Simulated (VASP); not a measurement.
A run of VASP 6.6.1:

INCAR

```
SYSTEM = Ni
  PREC = Accurate
  ENCUT = 520
  EDIFF = 1E-6
  ISMEAR = -1
  SIGMA = 0.1
  LREAL = .False.
  LASPH = .True.
  NELM = 150
  ALGO = Normal
  ISIF = 2
  LWAVE = .False.
  LCHARG = .False.
  ISPIN = 2
  MAGMOM = 1 -1
  LORBIT = 11
  LMAXMIX = 4
  GGA = PS
  NBANDS = 21
```

Contents of KPOINTS:

```
regular mesh
0
Gamma
  16 16 8
  0 0 0
```

Contents of POSCAR:

```
Ni
1.0
    2.4480200000      0.0000000000      0.0000000000
   -1.2240100000      2.1200500000      0.0000000000
    0.0000000000      0.0000000000      4.0728100000
Ni
2
Direct
    0.3333333333      0.6666666667      0.2500000000
    0.6666666667      0.3333333333      0.7500000000
```

Potentials or basis: VASP PAW PBE potentials, release 64 (Ni).

The run is started by

```bash
$ cat potpaw_PBE.64/Ni/POTCAR > POTCAR
$ mpirun -np 1 vasp_std > vasp.out
```

Hardware: 1 thread of Intel(R) Xeon(R) Platinum 8488C (Sapphire Rapids), with other jobs on the host.

Question: Estimate the wall time of this run.

Answer: Wall time 96 s on 1 thread of Intel(R) Xeon(R) Platinum 8488C (Sapphire Rapids), with other jobs on the host, peak memory 0.2 GiB. Counts: scf iterations 16, k points 150.
